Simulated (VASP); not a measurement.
# B3N2 (P-62m) in VASP: further runs, part 2 of 3

VASP 6.6.1.

## Step 4: Single point, PBE, collinear spin, ferromagnetic start

INCAR

```
SYSTEM = B3N2
PREC = Accurate
ENCUT = 520
EDIFF = 1E-6
ISMEAR = 0
SIGMA = 0.1
LREAL = .FALSE.
LASPH = .TRUE.
NELM = 150
ALGO = Normal
ISIF = 2
LWAVE = .FALSE.
LCHARG = .TRUE.
ISPIN = 2
MAGMOM = 0 0 0 1 1
LORBIT = 11
GGA = PE
LELF = .TRUE.
LVHAR = .TRUE.
NBANDS = 22
```

KPOINTS

```
regular mesh
0
G
  6 6 4
  0 0 0
```

POSCAR

```
B3N2
1.0
    3.3975151400      0.0000000000      0.0000000000
   -1.6987575700      2.9423344200      0.0000000000
    0.0000000000      0.0000000000      5.1534309200
B N
3 2
Direct
    0.3169380300      0.0000000000      0.0000000000
    0.0000000000      0.3169380300      0.0000000000
    0.6830619700      0.6830619700      0.0000000000
    0.0000000000      0.0000000000      0.7463036000
    0.0000000000      0.0000000000      0.2536964000
```

Potentials or basis: VASP PAW PBE potentials, release 64 (B, N).

Command:

```console
> cat potpaw_PBE.64/B/POTCAR potpaw_PBE.64/N/POTCAR > POTCAR
> mpirun -np 1 vasp_std > vasp.out
```

OUTCAR:

```text
SYSTEM = B3N2
   PREC = Accurate
   ENCUT = 520
   EDIFF = 1E-6
   ISMEAR = 0
   LREAL = .FALSE.
   LASPH = .TRUE.
   NELM = 150
   ISIF = 2
   ISPIN = 2
   LORBIT = 11
   GGA = PE

 ion  position               nearest neighbor table
   1  0.317  0.000  0.000-   4 1.69   5 1.69   2 1.87   3 1.87   2 2.01   3 2.01   2 2.01   3 2.01

   2  0.000  0.317  0.000-   4 1.69   5 1.69   3 1.87   1 1.87   1 2.01   3 2.01   3 2.01   1 2.01

   3  0.683  0.683  0.000-   4 1.69   5 1.69   2 1.87   1 1.87   1 2.01   2 2.01   2 2.01   1 2.01

   4  0.000  0.000  0.746-   2 1.69   3 1.69   1 1.69
   5  0.000  0.000  0.254-   2 1.69   3 1.69   1 1.69

  LATTYP: Found a hexagonal cell.
 ALAT       =     3.3975151400
 C/A-ratio  =     1.5168235336

  Lattice vectors:

 A1 = (   3.3975151400,   0.0000000000,   0.0000000000)
 A2 = (  -1.6987575700,   2.9423344200,   0.0000000000)
 A3 = (   0.0000000000,   0.0000000000,   5.1534309200)

Analysis of symmetry for initial positions (statically):
=====================================================================
 Subroutine PRICEL returns:
 Original cell was already a primitive cell.

 Routine SETGRP: Setting up the symmetry group for a
 hexagonal supercell.

 Subroutine GETGRP returns: Found 12 space group operations
 (whereof 12 operations were pure point group operations)
 out of a pool of 24 trial point group operations.

The static configuration has the point symmetry D_3h.

Analysis of symmetry for dynamics (positions and initial velocities):
=====================================================================
 Subroutine PRICEL returns:
 Original cell was already a primitive cell.

 Routine SETGRP: Setting up the symmetry group for a
 hexagonal supercell.

 Subroutine GETGRP returns: Found 12 space group operations
 (whereof 12 operations were pure point group operations)
 out of a pool of 24 trial point group operations.

The dynamic configuration has the point symmetry D_3h.

Analysis of structural, dynamic, and magnetic symmetry:
=====================================================================
 Subroutine PRICEL returns:
 Original cell was already a primitive cell.

 Routine SETGRP: Setting up the symmetry group for a
 hexagonal supercell.

 Subroutine GETGRP returns: Found 12 space group operations
 (whereof 12 operations were pure point group operations)
 out of a pool of 24 trial point group operations.

The overall configuration has the point symmetry D_3h.

 Subroutine INISYM returns: Found 12 space group operations
 (whereof 12 operations are pure point group operations),
 and found     1 'primitive' translations

----------------------------------------------------------------------------------------

                                     Primitive cell

  volume of cell :      51.5169

  direct lattice vectors                    reciprocal lattice vectors
     3.397515140  0.000000000  0.000000000     0.294332758  0.169933097  0.000000000
[... 84 lines left out ...]
   LSORBIT =      F    spin-orbit coupling
   LASPH  =      T    aspherical Exc in radial PAW
   ENCUT  =  520.0 eV  38.22 Ry    6.18 a.u.   6.32  6.32  9.58*2*pi/ulx,y,z
   NELM   =    150;   NELMIN=  2; NELMDL= -5     # of ELM steps
   EDIFF  = 0.1E-05   stopping-criterion for ELM
   LREAL  =      F    real-space projection
   EDIFFG = 0.1E-04   stopping-criterion for IOM
   NSW    =      0    number of steps for IOM
   IBRION =     -1    ionic relax: 0-MD 1-quasi-New 2-CG
   NFREE  =      0    steps in history (QN), initial steepest desc. (CG)
   ISIF   =      2    stress and relaxation
   ISYM   =      2    0-nonsym 1-usesym 2-fastsym
   POTIM  = 0.5000    time-step for ionic-motion
   TEBEG  =    0.0;   TEEND  =   0.0 temperature during run
   PSTRESS=    0.0 pullay stress
   NELECT =      19.0000    total number of electrons
   NUPDOWN=      -1.0000    fix difference up-down
   EMIN   =  10.00;   EMAX   =-10.00  energy-range for DOS
   EFERMI =   0.00;   METHOD = LEGACY
   ISMEAR =     0;   SIGMA  =   0.10  broadening in eV -4-tet -1-fermi 0-gaus
   EFERMI_NEDOS =   21; number of points for ismear=-14 and -15
   IALGO  =     38    algorithm
   IMIX   =      4    mixing-type and parameters
     AMIX     =   0.40;   BMIX     =  1.00
     AMIX_MAG =   1.60;   BMIX_MAG =  1.00
  volume/ion in A,a.u.               =      10.30        69.53
  Fermi-wavevector in a.u.,A,eV,Ry     =   1.174022  2.218579 18.753272  1.378327
  Thomas-Fermi vector in A             =   2.310425
   LORBIT       =     11    0 simple, 1 ext, 2 COOP (PROOUT), +10 PAW based schemes
   GGA     = PE    functional components
   LHFCALC =     F    Hartree Fock is set to
   AEXX    =    0.0000 exact exchange contribution
   IVDW    =     0    specifies the selected vdW correction
   LEPSILON=     F    determine dielectric tensor
   LRPA    =     F    only Hartree local field effects (RPA)
 spin polarized calculation
 Gauss-broadening in eV      SIGMA  =   0.10
  energy-cutoff  :      520.00
  volume of cell :       51.52
 maximum number of plane-waves:      1404
 NGX is ok and might be reduce to    28
   NGX = 13   NGY = 13   NGZ = 19

 number of electron      19.0000000 magnetization       0.4632725

 Free energy of the ion-electron system (eV)
  ---------------------------------------------------
  ext. energy  EPLUGINS =         0.00000000
  ---------------------------------------------------
  free energy    TOTEN  =       -32.09477490 eV

  energy without entropy =      -32.08092574  energy(sigma->0) =      -32.08785032

 E-fermi :   1.6089     XC(G=0):  -9.5855

 val. band max:        1.6047819414   @ k =   0.1667   0.0000   0.0000
 cond. band min:       1.6793760168   @ k =   0.3333   0.0000   0.5000
 fundamental gap:      0.0745940753
 Fermi energy:         1.6089496816

 spin component 1

 k-point     1 :       0.0000    0.0000    0.0000
  band No.  band energies     occupation
      1     -16.4793      1.00000
      2     -12.6906      1.00000
      3      -5.9371      1.00000
      4      -3.7749      1.00000
      5      -2.6805      1.00000
      6      -2.6805      1.00000
[... 493 lines left out ...]
     20      14.6137      0.00000
     21      14.6137      0.00000
 Fermi energy:         1.6089496816

 spin component 2

 k-point     1 :       0.0000    0.0000    0.0000
  band No.  band energies     occupation
      1     -16.3411      1.00000
      2     -12.4697      1.00000
      3      -5.7152      1.00000
      4      -3.5757      1.00000
      5      -2.5652      1.00000
      6      -2.5652      1.00000
[... 493 lines left out ...]
     20      14.6663      0.00000
     21      14.6663      0.00000
 [bands above 21 left out]

------------------------ aborting loop because EDIFF is reached ----------------------------------------

  FORCE on cell =-STRESS in cart. coord.  units (eV):
  Direction    XX          YY          ZZ          XY          YZ          ZX
  --------------------------------------------------------------------------------------
  -------------------------------------------------------------------------------------
  Total       -2.7050227     -2.7050227    -12.4377576      0.0000000      0.0000000      0.0000000
  in kB      -84.1262654    -84.1262654   -386.8145301      0.0000000      0.0000000      0.0000000
  external PRESSURE =    -185.0223536 kB  Pullay stress =       0.0000000 kB

 VOLUME and BASIS-vectors are now :
 -----------------------------------------------------------------------------
  energy-cutoff  :      520.00
  volume of cell :       51.52
      direct lattice vectors                 reciprocal lattice vectors
     3.397515140  0.000000000  0.000000000     0.294332758  0.169933097  0.000000000
    -1.698757570  2.942334420  0.000000000     0.000000000  0.339866194  0.000000000
     0.000000000  0.000000000  5.153430920     0.000000000  0.000000000  0.194045485

 POSITION                                       TOTAL-FORCE (eV/Angst)
 -----------------------------------------------------------------------------------
      1.07680      0.00000      0.00000        -0.205268     -0.000000     -0.000000
     -0.53840      0.93254      0.00000         0.102634     -0.177768     -0.000000
      1.16036      2.00980      0.00000         0.102634      0.177768     -0.000000
      0.00000      0.00000      3.84602         0.000000      0.000000      5.244756
      0.00000      0.00000      1.30741         0.000000     -0.000000     -5.244756
 -----------------------------------------------------------------------------------
    total drift:                                0.000000      0.000000     -0.000000

  FREE ENERGIE OF THE ION-ELECTRON SYSTEM (eV)
  ---------------------------------------------------
  free  energy   TOTEN  =       -32.0947749003 eV

  energy  without entropy=      -32.0809257358  energy(sigma->0) =      -32.08785032

 total charge

# of ion       s       p       d       tot
------------------------------------------
    1        0.650   1.128   0.000   1.778
    2        0.650   1.128   0.000   1.778
    3        0.650   1.128   0.000   1.778
    4        1.320   2.245   0.000   3.565
    5        1.320   2.245   0.000   3.565
--------------------------------------------------
tot          4.591   7.872   0.000  12.463

 magnetization (x)

# of ion       s       p       d       tot
------------------------------------------
    1       -0.000   0.015   0.000   0.015
    2       -0.000   0.015   0.000   0.015
    3       -0.000   0.015   0.000   0.015
    4        0.013   0.141   0.000   0.154
    5        0.013   0.141   0.000   0.154
--------------------------------------------------
tot          0.024   0.328   0.000   0.352
```

stdout:

```text
POSCAR found type information on POSCAR B N
 POSCAR found :  2 types and       5 ions
 scaLAPACK will be used
 LDA part: xc-table for (Slater+PW92), standard interpolation
 POSCAR, INCAR and KPOINTS ok, starting setup
 FFT: planning ... GRIDC
 FFT: planning ... GRID_SOFT
 FFT: planning ... GRID
 WAVECAR not read
 entering main loop
```

It took 34 s on 1 thread of Intel Xeon Platinum 8559C (Emerald Rapids), shared host; peak memory 0.2 GiB.

Results:

```
Free energy                                           : -32.0948 eV
Pressure                                              : -18.5 GPa
Largest force                                         : 5.245 eV/Å
Net moment                                            : 0.46 μB per cell
Site moments                                          : B +0.01; N +0.15 μB
Valence electrons inside the program's atomic spheres : B 1.78; N 3.56
```

Forces on the atoms (eV/Å):
```
B   -0.205  0.000  0.000
B    0.103 -0.178  0.000
B    0.103  0.178  0.000
N    0.000  0.000  5.245
N    0.000  0.000 -5.245
```

Levels at points of the mesh, in eV from the Fermi level:
Spin up:
| k point | band 6 | band 7 | band 8 | band 9 | band 10 | band 11 | band 12 | band 13 | band 14 | band 15 |
| --- | --- | --- | --- | --- | --- | --- | --- | --- | --- | --- |
| (0.00, 0.00, 0.00) | -4.29 | -1.60 | -1.60 | -0.58 | -0.21 | 0.95 | 0.95 | 4.52 | 8.14 | 8.48 |
| (0.50, 0.00, 0.00) | -4.39 | -3.54 | -2.23 | -0.13 | 0.08 | 3.95 | 6.51 | 7.92 | 8.06 | 8.35 |
| (0.00, 0.00, 0.50) | -4.08 | -2.91 | -1.80 | -1.80 | -0.20 | 1.05 | 1.05 | 3.91 | 8.84 | 8.84 |
| (0.50, 0.00, 0.50) | -4.68 | -3.26 | -2.44 | -2.31 | 0.59 | 4.41 | 6.09 | 7.80 | 8.56 | 8.63 |
Spin down:
| k point | band 6 | band 7 | band 8 | band 9 | band 10 | band 11 | band 12 | band 13 |
| --- | --- | --- | --- | --- | --- | --- | --- | --- |
| (0.00, 0.00, 0.00) | -4.17 | -1.39 | -1.39 | -0.18 | -0.12 | 1.05 | 1.05 | 4.61 |
| (0.50, 0.00, 0.00) | -4.26 | -3.40 | -2.03 | 0.30 | 0.30 | 4.13 | 6.57 | 8.07 |
| (0.00, 0.00, 0.50) | -3.80 | -2.58 | -1.58 | -1.58 | -0.12 | 1.15 | 1.15 | 3.99 |
| (0.50, 0.00, 0.50) | -4.50 | -3.08 | -2.24 | -1.96 | 0.82 | 4.61 | 6.15 | 7.94 |

Caveat: the cell stands under tension; forces of over 1 eV/Å act on the atoms, so gaps and moduli don't describe the material at rest.

## Step 5: Single point, PBE

This run uses another cell than the first one, of 8.88 Å³/atom.

INCAR

```
  ALGO = Normal
  EDIFF = 1E-6
  ENCUT = 520
  GGA = PE
  ISIF = 2
  ISMEAR = 0
  LASPH = T
  LCHARG = F
  LREAL = F
  LWAVE = F
  NBANDS = 18
  NELM = 100
  PREC = Accurate
  SIGMA = 0.1
```

KPOINTS

```
k-points
0
Gamma
  12 12 8
```

POSCAR

```
B3N2
1.0
    3.4471569832      0.0000000000      0.0000000000
   -1.7235784916      2.9853255183      0.0000000000
    0.0000000000      0.0000000000      4.3130874693
B N
3 2
Direct
    0.3348528644      0.0000000000      0.0000000000
    0.0000000000      0.3348528644      0.0000000000
    0.6651471356      0.6651471356      0.0000000000
    0.0000000000      0.0000000000      0.7596731720
    0.0000000000      0.0000000000      0.2403268280
```

Command:

```console
> cat potpaw_PBE.64/B/POTCAR potpaw_PBE.64/N/POTCAR > POTCAR
> mpirun -np 1 vasp_std > vasp.out
```

Wall time 68 s (1 thread of Intel Xeon Platinum 8559C (Emerald Rapids), shared host); peak memory 0.2 GiB.

Results (log left out):

- Free energy: -33.8754 eV
- Pressure: 0.3 GPa
- Largest force: 0.090 eV/Å
- Band gap on the k mesh: zero (an odd number of electrons rules out a gap without spin polarisation)

Forces in eV/Å, atoms in the order of the input:
```
B    0.064  0.000  0.000
B   -0.032  0.055  0.000
B   -0.032 -0.055  0.000
N    0.000  0.000 -0.090
N    0.000  0.000  0.090
```

Stress tensor (GPa, compression positive):
```
0.26 0.00 0.00
0.00 0.26 0.00
0.00 0.00 0.40
```

Levels at points of the mesh, in eV from the Fermi level:
```
           k point  band 7  band 8  band 9  band 10  band 11  band 12
(0.00, 0.00, 0.00)   -3.36   -3.36   -2.02     0.15     0.15     1.25
(0.50, 0.00, 0.00)   -5.72   -3.96   -1.18     1.55     3.90     5.68
(0.00, 0.00, 0.50)   -3.82   -3.59   -2.99    -1.99     0.34     0.34
(0.50, 0.00, 0.50)   -4.46   -3.49   -2.56    -0.73     4.16     4.58
```

(Continued in part 3 of 3.)
